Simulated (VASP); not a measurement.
Write the native input for VASP 6.6.1 that does the following.

| Item | Value |
| --- | --- |
| Task | single point |
| Functional | PBE |
| Potentials or basis | VASP PAW PBE potentials, release 64 (Ag, Br) |
| Cutoff | 500 eV |
| k mesh | 2 × 2 × 2 |
| Occupations | gaussian, width 0.01 eV |
| Spin | no spin polarisation |
| Dipole correction | no |
| Further INCAR settings | ALGO = Normal; EDIFF = 1e-06; NBANDS = 16 |

The structure of AgBr lies in POSCAR:

```
AgBr
1.0
    0.0000000000      2.8701500000      2.8701500000
    2.8701500000      0.0000000000      2.8701500000
    2.8701500000      2.8701500000      0.0000000000
Ag Br
1 1
Direct
    0.0000000000      0.0000000000      0.0000000000
    0.5000000000      0.5000000000      0.5000000000
```

These files were run (other wordings do the same):

INCAR

```
PREC = Accurate ; ENCUT = 500
EDIFF = 1E-6 ; ISMEAR = 0
SIGMA = 0.01 ; LREAL = False
LASPH = True ; NELM = 120
ALGO = Normal ; ISIF = 2
LWAVE = False ; LCHARG = True
GGA = PE ; LELF = True
LVHAR = True ; NBANDS = 16
GGA_COMPAT = False
```

KPOINTS

```
regular mesh
0
Gamma
  2 2 2
```

Potentials or basis: VASP PAW PBE potentials, release 64 (Ag, Br).

The run is started by

```sh
$ cat potpaw_PBE.64/Ag/POTCAR potpaw_PBE.64/Br/POTCAR > POTCAR
$ mpirun -np 1 vasp_std > vasp.out
```

Results of the run:

The pressure is 9.1 GPa and the band gap on the k mesh is 0.56 eV, indirect (least direct gap 2.38 eV).

Caveat: the k points lie up to 0.95 Å⁻¹ apart.

It took 8.8 s on 1 thread of Intel Xeon 8259CL, with other jobs on the host, peak memory 0.16 GiB.
